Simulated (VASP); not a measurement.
# Sb (Fm-3m) in VASP: single point with r2SCAN

Aim: the single point of Sb with r2SCAN.

Program: VASP 6.6.1. These are calculated values, not measurements. Logs are shortened: lines on timing, memory, paths and dates and some standing lists are left out, and cuts for length are marked.

### Step 1. The cell of the first run

Symmetry: Fm-3m, No. 225, cubic system. Conventional cell: a = 4.792 Å, b = 4.792 Å, c = 4.792 Å, α = 90.00°, β = 90.00°, γ = 90.00°. Sb (site symmetry m-3m) has 12 Sb at 3.39 Å within 4.5 Å.

### Step 2. Single point, r2SCAN

Contents of POSCAR:

```
Sb
1.0
    0.0000000000      2.3960590000      2.3960590000
    2.3960590000      0.0000000000      2.3960590000
    2.3960590000      2.3960590000      0.0000000000
Sb
1
Direct
    0.0000000000      0.0000000000      0.0000000000
```

Contents of INCAR.step1:

```
SYSTEM = Sb
ALGO     = Normal         ! electronic algorithm
EDIFF    = 1E-5           ! SCF threshold, eV
ENCUT    = 550            ! plane-wave cutoff, eV
GGA      = PE             ! functional
GGA_COMPAT= .FALSE.      
ISMEAR   = -5             ! smearing method
LASPH    = .TRUE.         ! aspherical terms in the spheres
LCHARG   = .FALSE.        ! write CHGCAR
LREAL    = .FALSE.        ! projectors in reciprocal space
LWAVE    = .TRUE.         ! write WAVECAR
NBANDS   = 8              ! bands
NELM     = 120            ! most SCF steps
PREC     = Accurate       ! precision mode
SIGMA    = 0.1            ! smearing width, eV
```

Contents of INCAR.step2:

```
SYSTEM = Sb
ALGO     = Normal         ! electronic algorithm
EDIFF    = 1E-6           ! SCF threshold, eV
ENCUT    = 550            ! plane-wave cutoff, eV
GGA_COMPAT= .FALSE.      
ISIF     = 2              ! what is computed and relaxed
ISMEAR   = -5             ! smearing method
ISTART   = 1            
LASPH    = .TRUE.         ! aspherical terms in the spheres
LCHARG   = .FALSE.        ! write CHGCAR
LMIXTAU  = .TRUE.       
LREAL    = .FALSE.        ! projectors in reciprocal space
LWAVE    = .FALSE.        ! write WAVECAR
METAGGA  = R2SCAN         ! meta-GGA
NBANDS   = 8              ! bands
NELM     = 120            ! most SCF steps
PREC     = Accurate       ! precision mode
SIGMA    = 0.1            ! smearing width, eV
```

Contents of KPOINTS:

```
k-points
0
G
  10 10 10
  0 0 0
```

Potentials or basis: VASP PAW PBE potentials, release 64 (Sb).

The run is started by

```console
$ cat potpaw_PBE.64/Sb/POTCAR > POTCAR
$ cp INCAR.step1 INCAR
$ mpirun -np 1 vasp_std > vasp.out
$ cp INCAR.step2 INCAR
$ mpirun -np 1 vasp_std > vasp.out
```

OUTCAR:

```text
SYSTEM = Sb
   EDIFF = 1E-6
   ENCUT = 550
   ISIF = 2
   ISMEAR = -5
   ISTART = 1
   LASPH = .TRUE.
   LREAL = .FALSE.
   METAGGA = R2SCAN
   NELM = 120
   PREC = Accurate

 ion  position               nearest neighbor table
   1  0.000  0.000  0.000-

  LATTYP: Found a face centered cubic cell.
 ALAT       =     4.7921180000

  Lattice vectors:

 A1 = (   0.0000000000,   2.3960590000,   2.3960590000)
 A2 = (   2.3960590000,   0.0000000000,   2.3960590000)
 A3 = (   2.3960590000,   2.3960590000,   0.0000000000)

Analysis of symmetry for initial positions (statically):
=====================================================================
 Subroutine PRICEL returns:
 Original cell was already a primitive cell.

 Routine SETGRP: Setting up the symmetry group for a
 face centered cubic supercell.

 Subroutine GETGRP returns: Found 48 space group operations
 (whereof 48 operations were pure point group operations)
 out of a pool of 48 trial point group operations.

The static configuration has the point symmetry O_h .

Analysis of symmetry for dynamics (positions and initial velocities):
=====================================================================
 Subroutine PRICEL returns:
 Original cell was already a primitive cell.

 Routine SETGRP: Setting up the symmetry group for a
 face centered cubic supercell.

 Subroutine GETGRP returns: Found 48 space group operations
 (whereof 48 operations were pure point group operations)
 out of a pool of 48 trial point group operations.

The dynamic configuration has the point symmetry O_h .

 Subroutine INISYM returns: Found 48 space group operations
 (whereof 48 operations are pure point group operations),
 and found     1 'primitive' translations

----------------------------------------------------------------------------------------

                                     Primitive cell

  volume of cell :      27.5120

  direct lattice vectors                    reciprocal lattice vectors
     0.000000000  2.396059000  2.396059000    -0.208675997  0.208675997  0.208675997
     2.396059000  0.000000000  2.396059000     0.208675997 -0.208675997  0.208675997
     2.396059000  2.396059000  0.000000000     0.208675997  0.208675997 -0.208675997

  length of vectors
     3.388539134  3.388539134  3.388539134     0.361437429  0.361437429  0.361437429

  position of ions in fractional coordinates (direct lattice)
     0.000000000  0.000000000  0.000000000

  ion indices of the primitive-cell ions
   primitive index   ion index
                 1           1

----------------------------------------------------------------------------------------

 KPOINTS: k-points

Automatic generation of k-mesh.
 Grid dimensions read from file:
 generate k-points for:   10   10   10

 Generating k-lattice:

  Cartesian coordinates                     Fractional coordinates (reciprocal lattice)
    -0.020867600  0.020867600  0.020867600     0.100000000  0.000000000  0.000000000
     0.020867600 -0.020867600  0.020867600     0.000000000  0.100000000  0.000000000
     0.020867600  0.020867600 -0.020867600     0.000000000  0.000000000  0.100000000

  Length of vectors
     0.036143743  0.036143743  0.036143743

  Shift w.r.t. Gamma in fractional coordinates (k-lattice)
     0.000000000  0.000000000  0.000000000

 TETIRR: Found    148 inequivalent tetrahedra from     6000

 Subroutine IBZKPT returns following result:
 ===========================================

 Found     47 irreducible k-points:

 Following reciprocal coordinates:
            Coordinates               Weight
  0.000000  0.000000  0.000000      1.000000
  0.100000  0.000000  0.000000      8.000000
  0.200000  0.000000  0.000000      8.000000
  0.300000  0.000000  0.000000      8.000000
  0.400000  0.000000  0.000000      8.000000
  0.500000  0.000000  0.000000      4.000000
[... 16 lines left out ...]
  0.300000  0.300000  0.000000      6.000000
  0.400000  0.300000  0.000000     24.000000
 [... further k-points ...]
   k-points           NKPTS =     47   k-points in BZ     NKDIM =     47   number of bands    NBANDS=      8
   number of dos      NEDOS =    301   number of ions     NIONS =      1
   total plane-waves  NPLWV =  21952
   dimension x,y,z NGX =    28 NGY =   28 NGZ =   28
   dimension x,y,z NGXF=    56 NGYF=   56 NGZF=   56
   ions per type =               1
   NGX,Y,Z   is equivalent  to a cutoff of  13.74, 13.74, 13.74 a.u.
   NGXF,Y,Z  is equivalent  to a cutoff of  27.47, 27.47, 27.47 a.u.
 SYSTEM =  Sb
   PREC   = accura    normal or accurate (medium, high low for compatibility)
   ISTART =      1    job   : 0-new  1-cont  2-samecut
   ICHARG =      0    charge: 1-file 2-atom 10-const
   ISPIN  =      1    spin polarized calculation?
   LNONCOLLINEAR =      F non collinear calculations
   LSORBIT =      F    spin-orbit coupling
   LASPH  =      T    aspherical Exc in radial PAW
   ENCUT  =  550.0 eV  40.42 Ry    6.36 a.u.   6.48  6.48  6.48*2*pi/ulx,y,z
   NELM   =    120;   NELMIN=  2; NELMDL=  0     # of ELM steps
   EDIFF  = 0.1E-05   stopping-criterion for ELM
   LREAL  =      F    real-space projection
   EDIFFG = 0.1E-04   stopping-criterion for IOM
   NSW    =      0    number of steps for IOM
   IBRION =     -1    ionic relax: 0-MD 1-quasi-New 2-CG
   NFREE  =      0    steps in history (QN), initial steepest desc. (CG)
   ISIF   =      2    stress and relaxation
   ISYM   =      2    0-nonsym 1-usesym 2-fastsym
   POTIM  = 0.5000    time-step for ionic-motion
   TEBEG  =    0.0;   TEEND  =   0.0 temperature during run
   PSTRESS=    0.0 pullay stress
   NELECT =       5.0000    total number of electrons
   NUPDOWN=      -1.0000    fix difference up-down
   EMIN   =  10.00;   EMAX   =-10.00  energy-range for DOS
   EFERMI =   0.00;   METHOD = LEGACY
   ISMEAR =    -5;   SIGMA  =   0.10  broadening in eV -4-tet -1-fermi 0-gaus
   EFERMI_NEDOS =   21; number of points for ismear=-14 and -15
   IALGO  =     38    algorithm
   IMIX   =      4    mixing-type and parameters
     AMIX     =   0.40;   BMIX     =  1.00
     AMIX_MAG =   1.60;   BMIX_MAG =  1.00
  volume/ion in A,a.u.               =      27.51       185.66
  Fermi-wavevector in a.u.,A,eV,Ry     =   0.927308  1.752358 11.699651  0.859900
  Thomas-Fermi vector in A             =   2.053364
   LORBIT       =      0    0 simple, 1 ext, 2 COOP (PROOUT), +10 PAW based schemes
   METAGGA = R2SCAN    functional components
   LHFCALC =     F    Hartree Fock is set to
   AEXX    =    0.0000 exact exchange contribution
   IVDW    =     0    specifies the selected vdW correction
   LEPSILON=     F    determine dielectric tensor
   LRPA    =     F    only Hartree local field effects (RPA)
 non-spin polarized calculation
 Fermi weights with tetrahedron method with Bloechl corrections
  energy-cutoff  :      550.00
  volume of cell :       27.51
 maximum number of plane-waves:       829
 NGX is ok and might be reduce to    28
   NGX = 13   NGY = 13   NGZ = 13

 number of electron       5.0000000 magnetization

 Free energy of the ion-electron system (eV)
  ---------------------------------------------------
  ext. energy  EPLUGINS =         0.00000000
  ---------------------------------------------------
  free energy    TOTEN  =       -25.22225494 eV

  energy without entropy =      -25.22225494  energy(sigma->0) =      -25.22225494

 E-fermi :   8.2299     XC(G=0): -10.7246

 val. band max:        8.5421386326   @ k =   0.5000   0.5000   0.0000
 cond. band min:       8.0103249838   @ k =  -0.4000   0.4000   0.2000
 fundamental gap:     -0.5318136488
 Fermi energy:         8.2299363465

 k-point     1 :       0.0000    0.0000    0.0000
  band No.  band energies     occupation
      1      -5.2147      2.00000
      2      13.6568      0.00000
      3      13.6568      0.00000
      4      13.6568      0.00000
      5      18.5413      0.00000
      6      18.5413      0.00000
      7      18.5413      0.00000
      8      19.2026      0.00000

 k-point     2 :       0.1000    0.0000    0.0000
  band No.  band energies     occupation
      1      -5.0091      2.00000
      2      11.9390      0.00000
      3      13.3963      0.00000
      4      13.3963      0.00000
      5      17.6336      0.00000
      6      18.9613      0.00000
      7      18.9613      0.00000
      8      21.1338      0.00000

 k-point     3 :       0.2000    0.0000    0.0000
  band No.  band energies     occupation
      1      -4.3974      2.00000
      2       8.8983      0.39700
      3      12.8567      0.00000
      4      12.8567      0.00000
      5      17.0943      0.00000
      6      19.3356      0.00000
      7      19.3356      0.00000
      8      21.2959      0.00000

 k-point     4 :       0.3000    0.0000    0.0000
  band No.  band energies     occupation
      1      -3.4055      2.00000
      2       5.9290      2.07236
      3      12.3477      0.00000
      4      12.3477      0.00000
      5      16.8303      0.00000
      6      18.5795      0.00000
      7      18.5795      0.00000
      8      20.0385      0.00000

 k-point     5 :       0.4000    0.0000    0.0000
  band No.  band energies     occupation
      1      -2.1491      2.00000
      2       3.4334      2.00000
      3      12.0097      0.00000
      4      12.0097      0.00000
      5      16.7863      0.00000
      6      17.9270      0.00000
      7      17.9270      0.00000
      8      19.0690      0.00000

 k-point     6 :       0.5000    0.0000    0.0000
  band No.  band energies     occupation
      1      -1.3179      2.00000
      2       2.1826      2.00000
      3      11.8929      0.00000
      4      11.8929      0.00000
      5      16.8176      0.00000
      6      17.6960      0.00000
      7      17.6960      0.00000
      8      18.6960      0.00000

 k-point     7 :       0.1000    0.1000    0.0000
  band No.  band energies     occupation
      1      -4.9404      2.00000
      2      12.6310      0.00000
      3      12.6843      0.00000
      4      12.6843      0.00000
      5      16.7453      0.00000
      6      19.7727      0.00000
      7      19.7727      0.00000
      8      19.9940      0.00000
[... 133 lines left out ...]
 k-point    20 :      -0.4000    0.2000    0.0000
  band No.  band energies     occupation
      1      -0.8112      2.00000
      2       3.0968      2.00000
      3       7.7903      1.46564
      4      10.8263      0.00000
      5      15.1103      0.00000
      6      19.8795      0.00000
      7      20.1805      0.00000
      8      23.4104      0.00000

 k-point    21 :      -0.3000    0.2000    0.0000
  band No.  band energies     occupation
      1      -1.9055      2.00000
      2       4.8425      2.00000
      3       7.5891      1.57998
      4      11.6539      0.00000
      5      15.9242      0.00000
      6      19.6510      0.00000
      7      19.8879      0.00000
      8      21.8276      0.00000

 k-point    22 :      -0.2000    0.2000    0.0000
  band No.  band energies     occupation
      1      -3.0710      2.00000
      2       7.0139      2.05328
      3       8.1844      0.57018
      4      12.6082      0.00000
      5      17.1179      0.00000
      6      19.2447      0.00000
      7      19.6139      0.00000
      8      20.1345      0.00000

 k-point    23 :       0.3000    0.3000    0.0000
  band No.  band energies     occupation
      1      -2.7809      2.00000
      2       7.6694      1.92909
      3       9.7050      0.00000
      4       9.7050      0.00000
      5      13.9724      0.00000
      6      14.4469      0.00000
      7      24.2695      0.00000
      8      24.2695      0.00000

 k-point    24 :       0.4000    0.3000    0.0000
  band No.  band energies     occupation
      1      -1.8203      2.00000
      2       6.0175      2.00000
      3       8.4327      0.60911
      4       9.3338      0.00000
      5      13.7646      0.00000
      6      14.9719      0.00000
      7      23.6112      0.00000
      8      24.3765      0.00000

 [... further k-points ...]

------------------------ aborting loop because EDIFF is reached ----------------------------------------

  FORCE on cell =-STRESS in cart. coord.  units (eV):
  Direction    XX          YY          ZZ          XY          YZ          ZX
  --------------------------------------------------------------------------------------
  -------------------------------------------------------------------------------------
  Total       -0.0830732     -0.0830732     -0.0830732     -0.0000000     -0.0000000      0.0000000
  in kB       -4.8378127     -4.8378127     -4.8378127     -0.0000000     -0.0000000      0.0000000
  external PRESSURE =      -4.8378127 kB  Pullay stress =       0.0000000 kB

 VOLUME and BASIS-vectors are now :
 -----------------------------------------------------------------------------
  energy-cutoff  :      550.00
  volume of cell :       27.51
      direct lattice vectors                 reciprocal lattice vectors
     0.000000000  2.396059000  2.396059000    -0.208675997  0.208675997  0.208675997
     2.396059000  0.000000000  2.396059000     0.208675997 -0.208675997  0.208675997
     2.396059000  2.396059000  0.000000000     0.208675997  0.208675997 -0.208675997

 POSITION                                       TOTAL-FORCE (eV/Angst)
 -----------------------------------------------------------------------------------
      0.00000      0.00000      0.00000         0.000000      0.000000      0.000000
 -----------------------------------------------------------------------------------
    total drift:                               -0.000000      0.000000     -0.000000

  FREE ENERGIE OF THE ION-ELECTRON SYSTEM (eV)
  ---------------------------------------------------
  free  energy   TOTEN  =       -25.2222549436 eV

  energy  without entropy=      -25.2222549436  energy(sigma->0) =      -25.22225494
```

Run time: 38 s. Hardware: 1 thread of AMD EPYC 9R45 (Zen 5), shared host; peak memory 0.13 GiB.

Results:

```yaml
Free_energy: -25.2223 eV
Pressure: -0.5 GPa
```

Levels at points of the mesh, in eV from the Fermi level:
```tsv
k point	band 1	band 2	band 3	band 4	band 5	band 6	band 7
(0.00, 0.00, 0.00)	-13.44	5.43	5.43	5.43	10.31	10.31	10.31
(0.50, 0.00, 0.00)	-9.55	-6.05	3.66	3.66	8.59	9.47	9.47
(0.50, 0.50, 0.00)	-7.83	-5.19	0.31	0.31	4.60	4.82	18.17
```

Caveat: the PAW data sets were made with another functional, which shifts forces and pressure a little; spin-orbit coupling is left out, which moves the levels of the heavy elements; tetrahedron occupations give inexact forces and stress in metals.
